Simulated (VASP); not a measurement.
# K (Im-3m) in VASP: a series of runs

K is run at these levels: PBEsol; tasks: single point, relaxation of cell and atoms.

All numbers are computed with VASP 6.6.1; they aren't measurements. Logs are shortened: lines on timing, memory, paths and dates and some standing lists are left out, and cuts for length are marked.

## (1) The cell of the first run

Symmetry: Im-3m, No. 229, cubic system. The conventional cell has a = 5.225 Å, b = 5.225 Å, c = 5.225 Å, α = 90.00°, β = 90.00°, γ = 90.00°.

## (2) Single point, PBEsol

INCAR reads:

```
PREC = Accurate ; ENCUT = 520
EDIFF = 1E-6 ; ISMEAR = 1
SIGMA = 0.02 ; LREAL = False
LASPH = True ; NELM = 80
ALGO = Normal ; ISIF = 2
LWAVE = False ; LCHARG = True
GGA = PS ; LELF = True
LVHAR = True ; NBANDS = 10
```

KPOINTS reads:

```
regular mesh
0
Gamma
  5 5 5
```

POSCAR reads:

```
K
1.0
   -2.6125000000      2.6125000000      2.6125000000
    2.6125000000     -2.6125000000      2.6125000000
    2.6125000000      2.6125000000     -2.6125000000
K
1
Direct
    0.0000000000      0.0000000000      0.0000000000
```

Potentials or basis: VASP PAW PBE potentials, release 64 (K_sv).

On the command line:

```
> cat potpaw_PBE.64/K_sv/POTCAR > POTCAR
> mpirun -np 1 vasp_std > vasp.out
```

OUTCAR:

```text
PREC = Accurate
   ENCUT = 520
   EDIFF = 1E-6
   ISMEAR = 1
   LREAL = False
   LASPH = True
   NELM = 80
   ISIF = 2
   GGA = PS

 ion  position               nearest neighbor table
   1  0.000  0.000  0.000-

  LATTYP: Found a body centered cubic cell.
 ALAT       =     5.2250000000

  Lattice vectors:

 A1 = (  -2.6125000000,   2.6125000000,   2.6125000000)
 A2 = (   2.6125000000,  -2.6125000000,   2.6125000000)
 A3 = (   2.6125000000,   2.6125000000,  -2.6125000000)

Analysis of symmetry for initial positions (statically):
=====================================================================
 Subroutine PRICEL returns:
 Original cell was already a primitive cell.

 Routine SETGRP: Setting up the symmetry group for a
 body centered cubic supercell.

 Subroutine GETGRP returns: Found 48 space group operations
 (whereof 48 operations were pure point group operations)
 out of a pool of 48 trial point group operations.

The static configuration has the point symmetry O_h .

Analysis of symmetry for dynamics (positions and initial velocities):
=====================================================================
 Subroutine PRICEL returns:
 Original cell was already a primitive cell.

 Routine SETGRP: Setting up the symmetry group for a
 body centered cubic supercell.

 Subroutine GETGRP returns: Found 48 space group operations
 (whereof 48 operations were pure point group operations)
 out of a pool of 48 trial point group operations.

The dynamic configuration has the point symmetry O_h .

 Subroutine INISYM returns: Found 48 space group operations
 (whereof 48 operations are pure point group operations),
 and found     1 'primitive' translations

----------------------------------------------------------------------------------------

                                     Primitive cell

  volume of cell :      71.3229

  direct lattice vectors                    reciprocal lattice vectors
    -2.612500000  2.612500000  2.612500000     0.000000000  0.191387560  0.191387560
     2.612500000 -2.612500000  2.612500000     0.191387560  0.000000000  0.191387560
     2.612500000  2.612500000 -2.612500000     0.191387560  0.191387560  0.000000000

  length of vectors
     4.524982735  4.524982735  4.524982735     0.270662883  0.270662883  0.270662883

  position of ions in fractional coordinates (direct lattice)
     0.000000000  0.000000000  0.000000000

  ion indices of the primitive-cell ions
   primitive index   ion index
                 1           1

----------------------------------------------------------------------------------------

 KPOINTS: regular mesh

Automatic generation of k-mesh.
 Grid dimensions read from file:
 generate k-points for:    5    5    5

 Generating k-lattice:

  Cartesian coordinates                     Fractional coordinates (reciprocal lattice)
     0.000000000  0.038277512  0.038277512     0.200000000  0.000000000  0.000000000
     0.038277512  0.000000000  0.038277512     0.000000000  0.200000000  0.000000000
     0.038277512  0.038277512  0.000000000     0.000000000  0.000000000  0.200000000

  Length of vectors
     0.054132577  0.054132577  0.054132577

  Shift w.r.t. Gamma in fractional coordinates (k-lattice)
     0.000000000  0.000000000  0.000000000

 Subroutine IBZKPT returns following result:
 ===========================================

 Found     10 irreducible k-points:

 Following reciprocal coordinates:
            Coordinates               Weight
  0.000000  0.000000  0.000000      1.000000
  0.200000  0.000000  0.000000     12.000000
  0.400000  0.000000  0.000000     12.000000
  0.200000  0.200000  0.000000     24.000000
  0.400000  0.200000  0.000000     24.000000
  0.200000  0.200000  0.200000      8.000000
 -0.200000  0.200000  0.200000      6.000000
 -0.400000  0.400000  0.200000     24.000000
 -0.400000 -0.400000  0.200000      8.000000
 -0.400000  0.400000  0.400000      6.000000
   k-points           NKPTS =     10   k-points in BZ     NKDIM =     10   number of bands    NBANDS=     10
   number of dos      NEDOS =    301   number of ions     NIONS =      1
   total plane-waves  NPLWV =  46656
   dimension x,y,z NGX =    36 NGY =   36 NGZ =   36
   dimension x,y,z NGXF=    72 NGYF=   72 NGZF=   72
   ions per type =               1
   NGX,Y,Z   is equivalent  to a cutoff of  13.23, 13.23, 13.23 a.u.
   NGXF,Y,Z  is equivalent  to a cutoff of  26.45, 26.45, 26.45 a.u.
 SYSTEM =  unknown system
   PREC   = accura    normal or accurate (medium, high low for compatibility)
   ISTART =      0    job   : 0-new  1-cont  2-samecut
   ICHARG =      2    charge: 1-file 2-atom 10-const
   ISPIN  =      1    spin polarized calculation?
   LNONCOLLINEAR =      F non collinear calculations
   LSORBIT =      F    spin-orbit coupling
   LASPH  =      T    aspherical Exc in radial PAW
   ENCUT  =  520.0 eV  38.22 Ry    6.18 a.u.   8.41  8.41  8.41*2*pi/ulx,y,z
   NELM   =     80;   NELMIN=  2; NELMDL= -5     # of ELM steps
   EDIFF  = 0.1E-05   stopping-criterion for ELM
   LREAL  =      F    real-space projection
   EDIFFG = 0.1E-04   stopping-criterion for IOM
   NSW    =      0    number of steps for IOM
   IBRION =     -1    ionic relax: 0-MD 1-quasi-New 2-CG
   NFREE  =      0    steps in history (QN), initial steepest desc. (CG)
   ISIF   =      2    stress and relaxation
   ISYM   =      2    0-nonsym 1-usesym 2-fastsym
   POTIM  = 0.5000    time-step for ionic-motion
   TEBEG  =    0.0;   TEEND  =   0.0 temperature during run
   PSTRESS=    0.0 pullay stress
   NELECT =       9.0000    total number of electrons
   NUPDOWN=      -1.0000    fix difference up-down
   EMIN   =  10.00;   EMAX   =-10.00  energy-range for DOS
   EFERMI =   0.00;   METHOD = LEGACY
   ISMEAR =     1;   SIGMA  =   0.02  broadening in eV -4-tet -1-fermi 0-gaus
   EFERMI_NEDOS =   21; number of points for ismear=-14 and -15
   IALGO  =     38    algorithm
   IMIX   =      4    mixing-type and parameters
     AMIX     =   0.40;   BMIX     =  1.00
     AMIX_MAG =   1.60;   BMIX_MAG =  1.00
  volume/ion in A,a.u.               =      71.32       481.31
  Fermi-wavevector in a.u.,A,eV,Ry     =   0.821131  1.551714  9.173822  0.674257
  Thomas-Fermi vector in A             =   1.932236
   LORBIT       =      0    0 simple, 1 ext, 2 COOP (PROOUT), +10 PAW based schemes
   GGA     = PS    functional components
   LHFCALC =     F    Hartree Fock is set to
   AEXX    =    0.0000 exact exchange contribution
   IVDW    =     0    specifies the selected vdW correction
   LEPSILON=     F    determine dielectric tensor
   LRPA    =     F    only Hartree local field effects (RPA)
 non-spin polarized calculation
 Methfessel and Paxton  Order N= 1 SIGMA  =   0.02
  energy-cutoff  :      520.00
  volume of cell :       71.32
 maximum number of plane-waves:      1961
 NGX is ok and might be reduce to    36
   NGX = 17   NGY = 17   NGZ = 17

 number of electron       9.0000000 magnetization

 Free energy of the ion-electron system (eV)
  ---------------------------------------------------
  ext. energy  EPLUGINS =         0.00000000
  ---------------------------------------------------
  free energy    TOTEN  =        -1.12835753 eV

  energy without entropy =       -1.12743608  energy(sigma->0) =       -1.12805038

 E-fermi :  -0.0202     XC(G=0):  -5.7732

 val. band max:       -0.4358809410   @ k =   0.4000   0.0000   0.0000
 cond. band min:      -0.0156640656   @ k =  -0.4000   0.4000   0.2000
 fundamental gap:      0.4202168755
 Fermi energy:        -0.0202240627

 k-point     1 :       0.0000    0.0000    0.0000
  band No.  band energies     occupation
      1     -32.0738      2.00000
      2     -15.5814      2.00000
      3     -15.5814      2.00000
      4     -15.5814      2.00000
      5      -2.3030      2.00000
      6       4.2253      0.00000
      7       4.2253      0.00000
      8       4.2253      0.00000
      9       5.1651      0.00000
     10       5.1651      0.00000

 k-point     2 :       0.2000    0.0000    0.0000
  band No.  band energies     occupation
      1     -32.0722      2.00000
      2     -15.6082      2.00000
      3     -15.5903      2.00000
      4     -15.5814      2.00000
      5      -1.8018      2.00000
      6       3.3081      0.00000
      7       3.7169      0.00000
      8       4.6330      0.00000
      9       4.9326      0.00000
     10       5.1023      0.00000

 k-point     3 :       0.4000    0.0000    0.0000
  band No.  band energies     occupation
      1     -32.0694      2.00000
      2     -15.6508      2.00000
      3     -15.6047      2.00000
      4     -15.5814      2.00000
      5      -0.4359      2.00000
      6       1.4353      0.00000
      7       3.1525      0.00000
      8       4.9338      0.00000
      9       5.3961      0.00000
     10       5.7866      0.00000

 k-point     4 :       0.2000    0.2000    0.0000
  band No.  band energies     occupation
      1     -32.0700      2.00000
      2     -15.6366      2.00000
      3     -15.6022      2.00000
      4     -15.5873      2.00000
      5      -0.8630      2.00000
      6       2.3315      0.00000
      7       2.8246      0.00000
      8       4.8542      0.00000
      9       4.9670      0.00000
     10       5.6109      0.00000

 k-point     5 :       0.4000    0.2000    0.0000
  band No.  band energies     occupation
      1     -32.0686      2.00000
      2     -15.6485      2.00000
      3     -15.6170      2.00000
      4     -15.5889      2.00000
      5       0.7192      0.00000
      6       0.7800      0.00000
      7       2.3646      0.00000
      8       4.5285      0.00000
      9       5.4370      0.00000
     10       5.5646      0.00000

 k-point     6 :       0.2000    0.2000    0.2000
  band No.  band energies     occupation
      1     -32.0689      2.00000
      2     -15.6384      2.00000
      3     -15.6063      2.00000
      4     -15.6063      2.00000
      5       0.3906      0.00000
      6       1.7930      0.00000
      7       1.7930      0.00000
      8       3.6678      0.00000
      9       5.7005      0.00000
     10       5.7005      0.00000

 k-point     7 :      -0.2000    0.2000    0.2000
  band No.  band energies     occupation
      1     -32.0706      2.00000
      2     -15.6115      2.00000
      3     -15.5997      2.00000
      4     -15.5997      2.00000
      5      -1.3213      2.00000
      6       3.2868      0.00000
      7       3.5865      0.00000
      8       3.5865      0.00000
      9       4.8086      0.00000
     10       5.6125      0.00000

 k-point     8 :      -0.4000    0.4000    0.2000
  band No.  band energies     occupation
      1     -32.0681      2.00000
      2     -15.6444      2.00000
      3     -15.6148      2.00000
      4     -15.6010      2.00000
      5      -0.0157      0.62500
      6       1.6933      0.00000
      7       3.2610      0.00000
      8       3.5361      0.00000
      9       4.9654      0.00000
     10       5.7748      0.00000

 k-point     9 :      -0.4000   -0.4000    0.2000
  band No.  band energies     occupation
      1     -32.0669      2.00000
      2     -15.6377      2.00000
      3     -15.6377      2.00000
      4     -15.6057      2.00000
      5       1.2309      0.00000
      6       1.2309      0.00000
      7       2.0321      0.00000
      8       4.3792      0.00000
      9       4.3792      0.00000
     10       5.6187      0.00000

 k-point    10 :      -0.4000    0.4000    0.4000
  band No.  band energies     occupation
      1     -32.0659      2.00000
      2     -15.6354      2.00000
      3     -15.6310      2.00000
      4     -15.6310      2.00000
      5       0.9866      0.00000
      6       1.7585      0.00000
      7       3.3978      0.00000
      8       3.3978      0.00000
      9       3.5183      0.00000
     10       6.0629      0.00000

------------------------ aborting loop because EDIFF is reached ----------------------------------------

  FORCE on cell =-STRESS in cart. coord.  units (eV):
  Direction    XX          YY          ZZ          XY          YZ          ZX
  --------------------------------------------------------------------------------------
  -------------------------------------------------------------------------------------
  Total       -0.0169459     -0.0169459     -0.0169459      0.0000000      0.0000000     -0.0000000
  in kB       -0.3806673     -0.3806673     -0.3806673      0.0000000      0.0000000     -0.0000000
  external PRESSURE =      -0.3806673 kB  Pullay stress =       0.0000000 kB

 VOLUME and BASIS-vectors are now :
 -----------------------------------------------------------------------------
  energy-cutoff  :      520.00
  volume of cell :       71.32
      direct lattice vectors                 reciprocal lattice vectors
    -2.612500000  2.612500000  2.612500000     0.000000000  0.191387560  0.191387560
     2.612500000 -2.612500000  2.612500000     0.191387560  0.000000000  0.191387560
     2.612500000  2.612500000 -2.612500000     0.191387560  0.191387560  0.000000000

 POSITION                                       TOTAL-FORCE (eV/Angst)
 -----------------------------------------------------------------------------------
      0.00000      0.00000      0.00000         0.000000      0.000000      0.000000
 -----------------------------------------------------------------------------------
    total drift:                               -0.000000      0.000000      0.000000

  FREE ENERGIE OF THE ION-ELECTRON SYSTEM (eV)
  ---------------------------------------------------
  free  energy   TOTEN  =        -1.1283575310 eV

  energy  without entropy=       -1.1274360773  energy(sigma->0) =       -1.12805038
```

It took 4.2 s on 1 thread of Intel Xeon 6975P-C (Granite Rapids), shared host; peak memory 0.19 GiB.

What came out:

- Free energy: -1.1284 eV
- Pressure: 0.0 GPa

Levels at points of the mesh, in eV from the Fermi level:
```csv
k point,band 1,band 2,band 3,band 4,band 5,band 6,band 7,band 8
"(0.00, 0.00, 0.00)",-32.05,-15.56,-15.56,-15.56,-2.28,4.25,4.25,4.25
```

Caveat: the PAW data sets were made with another functional, which shifts forces and pressure a little.

## (3) Relaxation of cell and atoms, PBEsol

INCAR reads:

```
  ALGO = Normal
  EDIFF = 1E-6
  EDIFFG = -0.01
  ENCUT = 600
  GGA = PS
  IBRION = 2
  ISIF = 3
  ISMEAR = 1
  LASPH = True
  LCHARG = False
  LREAL = False
  LWAVE = False
  NELM = 80
  NSW = 60
  PREC = Accurate
  SIGMA = 0.02
```

KPOINTS reads:

```
k-points
0
Gamma
  5 5 5
```

POSCAR is that of step 2.

Potentials or basis: VASP PAW PBE potentials, release 64 (K_sv).

On the command line:

```
> cat potpaw_PBE.64/K_sv/POTCAR > POTCAR
> mpirun -np 1 vasp_std > vasp.out
```

Run time: 5.1 s. Hardware: 1 thread of Intel Xeon 6975P-C (Granite Rapids), shared host; peak memory 0.2 GiB.

Results (log left out):

| Item | Value |
| --- | --- |
| Free energy | -1.1284 eV |
| Relaxed volume | 71.21 Å³/atom |
| Relaxed cell | a = 4.523 Å, b = 4.523 Å, c = 4.523 Å, α = 109.47°, β = 109.47°, γ = 109.47° |
| Space group after relaxing (to 0.05 Å) | Im-3m (No. 229) |
| Energy gained by relaxing | 0.0 meV/atom |
| Ionic steps | 2 |
| Pressure after relaxing | 0.0 GPa |

Final structure:
```
K
1.0
    -2.61116    2.61116    2.61116
     2.61116   -2.61116    2.61116
     2.61116    2.61116   -2.61116
K
1
Direct
  0.00000 0.00000 0.00000
```

Levels at points of the mesh, in eV from the Fermi level:
```csv
k point,band 2,band 3,band 4,band 5,band 6,band 7
"(0.00, 0.00, 0.00)",-15.56,-15.56,-15.56,-2.28,4.25,4.25
```

Caveat: the PAW data sets were made with another functional, which shifts forces and pressure a little.
